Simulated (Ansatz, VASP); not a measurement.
One calculation of HgTe, two programs

The input INCAR:

```
SYSTEM = HgTe
PREC = Accurate
ENCUT = 520
EDIFF = 1E-6
ISMEAR = 0
SIGMA = 0.15
LREAL = .False.
LASPH = .True.
NELM = 100
ALGO = Normal
ISIF = 2
LWAVE = .False.
LCHARG = .False.
GGA = PE
NBANDS = 26
```

KPOINTS

```
Automatic mesh
0
Gamma
  10 10 8
  0 0 0
```

The input POSCAR:

```
HgTe
1.0
    2.9664296394     -3.4783879297      0.0000000000
    2.9664296394      3.4783879297      0.0000000000
    0.0000000000      0.0000000000      5.8781768394
Hg Te
2 2
Direct
    0.3319444959      0.6680555041      0.7500000000
    0.6680555041      0.3319444959      0.2500000000
    0.7707545029      0.2292454971      0.7500000000
    0.2292454971      0.7707545029      0.2500000000
```

Input for Ansatz:

```yaml
crystal:
  lattice:
    - [2.9664296394, -3.4783879297, 0.0]
    - [2.9664296394, 3.4783879297, 0.0]
    - [0.0, 0.0, 5.8781768394]
  atoms:
    - { symbol: Hg, position: [0.3319444959, 0.6680555041, 0.75] }
    - { symbol: Hg, position: [0.6680555041, 0.3319444959, 0.25] }
    - { symbol: Te, position: [0.7707545029, 0.2292454971, 0.75] }
    - { symbol: Te, position: [0.2292454971, 0.7707545029, 0.25] }
basis:
  ecutwfc: 420
kpoints:
  mp_grid: { grid: [10, 10, 8] }
hamiltonian:
  xc: pbe
scf:
  occupations: { method: gaussian, width: 0.15 }
output:
  forces: true
  stress: true
  eigenvalues: true
  write_density: true
  write_potential: true
  elf: true
  volumetric_format: npy
```

Alike in both runs: task single point; functional PBE; k mesh 10 × 10 × 8; occupations gaussian, width 0.15 eV; no spin polarisation.

|  | VASP | Ansatz |
| --- | --- | --- |
| version | VASP 6.6.1 | Ansatz 0.2.0 |
| potentials or method | VASP PAW PBE potentials, release 64 (Hg, Te), cutoff 520 eV | scalar-relativistic, plane waves, PAW |
| valence electrons in the cell | 36 | 72 |

|  | VASP | Ansatz | Ansatz less VASP |
| --- | --- | --- | --- |
| gap on the k mesh at the Fermi level (eV) | none | none | - |
| pressure (GPa) | 0.1 | 0.0 | -0.07 |
| rms of the force components (eV/Å) | 0.004 | 0.001 | -0.0031 |

Atom by atom the forces differ by 0.004 eV/Å (rms over components). A gap of «none» marks a metal or a gap that the smearing closes. With one functional, cell and mesh, what is left measures potentials, basis and numerics. VASP's potentials hold 36 valence electrons a cell and Ansatz's 72, so a difference there can come from the potentials and not from the codes.

Spin-orbit coupling is off throughout.
